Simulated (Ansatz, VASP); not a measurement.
## Ir in VASP and in Ansatz

INCAR

```
PREC = Accurate
ENCUT = 520
EDIFF = 1E-7
ISMEAR = 0
SIGMA = 0.15
LREAL = False
LASPH = True
NELM = 60
ALGO = Normal
ISIF = 2
LWAVE = False
LCHARG = False
GGA = PS
NBANDS = 16
```

File KPOINTS:

```
regular mesh
0
Gamma
  18 18 12
```

POSCAR

```
Ir
1.0
    2.7513778946      0.0000000000      0.0000000000
   -1.3756889473      2.3827631521      0.0000000000
    0.0000000000      0.0000000000      4.5292243500
Ir
2
Direct
    0.6666666667      0.3333333333      0.7500000000
    0.3333333333      0.6666666667      0.2500000000
```

Input for Ansatz:

```yaml
crystal:
  lattice:
    - [2.7513778946, 0.0, 0.0]
    - [-1.3756889473, 2.3827631521, 0.0]
    - [0.0, 0.0, 4.52922435]
  atoms:
    - { symbol: Ir, position: [0.6666666667, 0.3333333333, 0.75] }
    - { symbol: Ir, position: [0.3333333333, 0.6666666667, 0.25] }
basis:
  ecutwfc: 420
kpoints:
  mp_grid: { grid: [18, 18, 12] }
hamiltonian:
  xc: pbesol
scf:
  occupations: { method: gaussian, width: 0.15 }
output:
  forces: true
  stress: true
  eigenvalues: true
```

Change from the starting cell: strain +0.000 along x and y, +0.015 along z, atoms carried along.

Alike in both runs: task single point; functional PBEsol; k mesh 18 × 18 × 12; occupations gaussian, width 0.15 eV; no spin polarisation.

|  | VASP | Ansatz |
| --- | --- | --- |
| version | VASP 6.6.1 | Ansatz 0.2.0 |
| potentials or method | VASP PAW PBE potentials, release 64 (Ir), cutoff 520 eV | scalar-relativistic, plane waves, PAW |
| valence electrons in the cell | 18 | 34 |

```csv
,VASP,Ansatz,Ansatz less VASP
gap on the k mesh at the Fermi level (eV),none,none,-
pressure (GPa),-16.4,-17.0,-0.65
"traceless stress, the component that is largest in VASP (GPa)",-3.36,-3.38,-0.020
```

VASP's potentials were made for PBE, not for PBEsol. A gap of «none» marks a metal or a gap that the smearing closes. With one functional, cell and mesh, what is left measures potentials, basis and numerics. VASP's potentials hold 18 valence electrons a cell and Ansatz's 34, so a difference there can come from the potentials and not from the codes.

Spin-orbit coupling is off throughout.
